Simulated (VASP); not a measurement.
Set up this calculation in VASP 6.6.1, as the native input.

| Property | Result |
| --- | --- |
| Task | single point |
| Functional | HSE06 |
| Potentials or basis | VASP PAW PBE potentials, release 64 (Rh_sv_GW) |
| Cutoff | 460 eV |
| k mesh | 6 × 6 × 6 |
| Occupations | fermi-dirac, width 0.1 eV |
| Spin | no spin polarisation |
| Dipole correction | no |
| Grid for exact exchange (PRECFOCK) | Normal |
| Further INCAR settings | ALGO = Normal; EDIFF = 1e-06; NBANDS = 14 |
| Share of exact exchange | 0.25 |
| Screening parameter | 0.2079 1/Å |

The system is Rh.

```
CELL_PARAMETERS angstrom
0.00000 1.92136 1.92136
1.92136 0.00000 1.92136
1.92136 1.92136 0.00000
ATOMIC_POSITIONS crystal
Rh 0.00000 0.00000 0.00000
```

These files were run (other wordings do the same):

POSCAR

```
Rh
1.0
    0.0000000000      1.9213621730      1.9213621730
    1.9213621730      0.0000000000      1.9213621730
    1.9213621730      1.9213621730      0.0000000000
Rh
1
Direct
    0.0000000000      0.0000000000      0.0000000000
```

INCAR.step1

```
PREC = Accurate ; ENCUT = 460
EDIFF = 1E-5 ; ISMEAR = -1
SIGMA = 0.1 ; LREAL = F
LASPH = T ; NELM = 120
ALGO = Normal ; ISIF = 2
LWAVE = T ; LCHARG = F
NBANDS = 14 ; GGA = PE
GGA_COMPAT = F
```

INCAR.step2

```
PREC = Accurate ; ENCUT = 460
EDIFF = 1E-6 ; ISMEAR = -1
SIGMA = 0.1 ; LREAL = F
LASPH = T ; NELM = 120
ALGO = Normal ; ISIF = 2
LWAVE = F ; LCHARG = F
GGA = PE ; LHFCALC = T
HFSCREEN = 0.2079 ; PRECFOCK = Normal
NBANDS = 14 ; ISTART = 1
GGA_COMPAT = F
```

KPOINTS

```
regular mesh
0
Gamma
  6 6 6
```

Potentials or basis: VASP PAW PBE potentials, release 64 (Rh_sv_GW).

The run is started by

```bash
$ cat potpaw_PBE.64/Rh_sv_GW/POTCAR > POTCAR
$ cp INCAR.step1 INCAR
$ mpirun -np 1 vasp_std > vasp.out
$ cp INCAR.step2 INCAR
$ mpirun -np 1 vasp_std > vasp.out
```

Results of the run:

The pressure is -14.4 GPa. The band gap on the k mesh is zero (an odd number of electrons rules out a gap without spin polarisation).

Caveat: the k points lie up to 0.47 Å⁻¹ apart, too coarse for converged energies and pressures of a metal; the PAW data sets were made with another functional, which shifts forces and pressure a little.

Wall time 11 min on 1 thread of AMD EPYC 9R45 96-Core Processor (Zen 5), on a shared host, peak memory 0.21 GiB.
